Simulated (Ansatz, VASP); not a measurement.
## Hf4H3: VASP beside Ansatz

```
CELL_PARAMETERS angstrom
4.59735 0.00000 0.00000
0.00000 4.59735 0.00000
0.00000 0.00000 4.68955
ATOMIC_POSITIONS crystal
Hf 0.25614 0.25614 0.26073
Hf 0.74386 0.74386 0.26073
Hf 0.74386 0.25614 0.73927
Hf 0.25614 0.74386 0.73927
H 0.00000 0.00000 0.00000
H 0.00000 0.00000 0.50000
H 0.50000 0.50000 0.00000
```

Change from the starting cell: species swapped into the Ti4H3 type (P-42m, No. 111).

Alike in both runs: functional PBE; k mesh 8 × 8 × 8; occupations gaussian, width 0.1 eV; no spin polarisation.

Ansatz relaxed the structure, and its values are those at the end. VASP's run is a single point on that final structure, the one shown.

|  | VASP | Ansatz |
| --- | --- | --- |
| version | VASP 6.6.1 | Ansatz 0.2.0 |
| potentials or method | VASP PAW PBE potentials, release 64 (Hf_pv, H), cutoff 520 eV | scalar-relativistic, plane waves, PAW |
| valence electrons in the cell | 43 | 107 |

Ansatz gave:

* gap on the k mesh at the Fermi level (eV): none
* pressure (GPa): 0.0
* rms of the force components (eV/Å): 0.003

Question: What did VASP give for the same quantities?

Answer: gap on the k mesh at the Fermi level (eV): none; pressure (GPa): -0.6; rms of the force components (eV/Å): 0.002.

A gap of «none» marks a metal or a gap that the smearing closes. VASP's potentials hold 43 valence electrons a cell and Ansatz's 107, so a difference there can come from the potentials and not from the codes. Ansatz's warnings: eigensolver not converged, forces off the residual converged image.

Spin-orbit coupling is off throughout.
